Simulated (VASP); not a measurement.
B2AsH2:

```
B H As
1.0
     3.20222    0.00000    0.00000
    -1.60111    2.77320    0.00000
     0.00000    0.00000    5.51967
B H As
2 2 1
Direct
  0.66667 0.33333 0.59373
  0.33333 0.66667 0.40627
  0.66667 0.33333 0.24382
  0.33333 0.66667 0.75618
  0.00000 0.00000 0.00000
```

The cell was generated, and may not be a known phase.

```yaml
Program: VASP 6.6.1
Task: relaxation of cell and atoms
Functional: PBE
Potentials_or_basis: VASP PAW PBE potentials, release 64 (B, H, As)
Cutoff: 600 eV
k_mesh: 6 × 6 × 4
Occupations: gaussian, width 0.1 eV
Spin: no spin polarisation
```

At the start: pressure -20.2 GPa; volume 9.80 Å³/atom.

**Question.** Where does the relaxation end?

**Answer.** Over 34 steps the energy falls by 919.6 meV/atom and the volume is 10.72 Å³/atom (+9.4 %); space group P-3m1 (No. 164, to 0.1 Å) before and after.

The path:
```csv
step,energy change (eV),largest force (eV/Å),pressure (GPa),volume (Å³)
1,0.0000,2.5740,-20.22,49.02
2,-1.4821,2.7221,-6.67,40.74
3,-1.8401,2.0549,13.45,35.84
4,-2.3131,0.9319,18.76,36.58
5,-2.3172,1.4834,20.16,36.74
6,-2.7325,1.6582,5.70,41.23
7,-2.8210,1.4940,-1.88,45.18
8,-3.1149,0.4206,-8.43,47.27
9,-3.1155,0.4882,-8.65,47.38
10,-3.3265,0.6992,-2.29,44.72
11,-3.3754,0.8643,1.99,43.29
12,-3.3289,1.2016,12.50,40.45
13,-3.3825,0.9309,4.87,42.42
14,-3.6118,0.7640,6.54,42.43
15,-3.7703,0.9982,9.87,42.33
16,-3.7789,0.5752,8.94,42.36
17,-3.8999,0.6671,6.03,43.63
18,-3.9745,1.5167,-0.46,47.31
19,-4.0951,1.1947,-2.36,48.39
20,-4.1002,1.3218,-2.66,48.60
21,-4.2296,0.9704,-0.25,48.53
22,-4.3252,1.0138,4.05,48.38
23,-4.4212,0.8036,4.59,49.71
24,-4.4220,1.1868,4.91,50.04
25,-4.4627,1.3005,4.14,50.86
26,-4.4878,1.7386,2.94,52.57
27,-4.5782,0.6752,0.79,53.45
28,-4.5967,0.0436,-0.56,54.11
29,-4.5967,0.0418,-0.50,54.08
30,-4.5970,0.0417,-0.42,54.01
31,-4.5976,0.0416,-0.18,53.82
32,-4.5977,0.0422,0.34,53.43
33,-4.5978,0.0420,0.13,53.59
34,-4.5979,0.0198,0.05,53.60
```

Final structure:
```
B H As
1.0
     2.66278    0.00000    0.00000
    -1.33139    2.30604    0.00000
     0.00000    0.00000    8.72903
B H As
2 2 1
Direct
  0.66667 0.33333 0.44448
  0.33333 0.66667 0.55552
  0.66667 0.33333 0.30715
  0.33333 0.66667 0.69285
  0.00000 0.00000 0.00000
```

Caveat: the k points lie up to 0.45 Å⁻¹ apart in the final cell, too coarse for converged energies and pressures of a metal; a cell axis changed by over 15 % at a fixed basis, so the end point is rough; an odd number of electrons without spin polarisation forces a metal; a magnetic or distorted state may lie lower.
